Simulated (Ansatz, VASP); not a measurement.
## Two plane-wave programs on GaN

```
CELL_PARAMETERS angstrom
0.00000 2.08148 2.08148
2.08148 0.00000 2.08148
2.08148 2.08148 0.00000
ATOMIC_POSITIONS crystal
Ga 0.00000 0.00000 0.00000
N 0.50000 0.50000 0.50000
```

Alike in both runs: task single point; functional PBEsol; k mesh 12 × 12 × 12; occupations gaussian, width 0.03 eV; no spin polarisation.

```csv
,VASP,Ansatz
version,VASP 6.6.1,Ansatz 0.2.0
potentials or method,"VASP PAW PBE potentials, release 64 (Ga_d, N), cutoff 600 eV","scalar-relativistic, plane waves, PAW"
valence electrons in the cell,18,18
```

VASP gave:

* gap on the k mesh at the Fermi level (eV): 0.80
* least direct gap on the mesh (eV): 3.34
* pressure (GPa): 10.6

Question: Which values does Ansatz return?

Answer: gap on the k mesh at the Fermi level (eV): 0.81; least direct gap on the mesh (eV): 3.33; pressure (GPa): 10.3.

VASP's potentials were made for PBE, not for PBEsol.
